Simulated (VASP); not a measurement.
A run of VASP 6.6.1:

Contents of INCAR:

```
ALGO = Normal
EDIFF = 1E-6
EDIFFG = -0.01
ENCUT = 600
GGA = PE
IBRION = 2
ISIF = 4
ISMEAR = 0
LASPH = T
LCHARG = F
LREAL = F
LWAVE = F
NELM = 100
NSW = 50
PREC = Accurate
SIGMA = 0.02
```

The input KPOINTS:

```
k-points
0
Gamma
  6 6 4
```

POSCAR

```
HfO2
1.0
    3.5104141277      0.0000000000      0.0000000000
    0.0000000000      3.5104141277      0.0000000000
    0.0000000000      0.0000000000      5.0498778784
Hf O
2 4
Direct
    0.5000000000      0.5000000000      0.5000000000
    0.0000000000      0.0000000000      0.0000000000
    0.0000000000      0.5000000000      0.7069120388
    0.5000000000      0.0000000000      0.7930879612
    0.5000000000      0.0000000000      0.2930879612
    0.0000000000      0.5000000000      0.2069120388
```

Potentials or basis: VASP PAW PBE potentials, release 64 (Hf_pv, O).

The run is started by

```bash
$ cat potpaw_PBE.64/Hf_pv/POTCAR potpaw_PBE.64/O/POTCAR > POTCAR
$ mpirun -np 1 vasp_std > vasp.out
```

Hardware: 1 thread of Intel Xeon 8259CL, with other jobs on the host.

Task: How long does it take, and how much memory?

Result: Wall time 2.3 min on 1 thread of Intel Xeon 8259CL, on a shared host, peak memory 0.21 GiB. Counts: scf iterations 37, k points 30, ion steps 5.
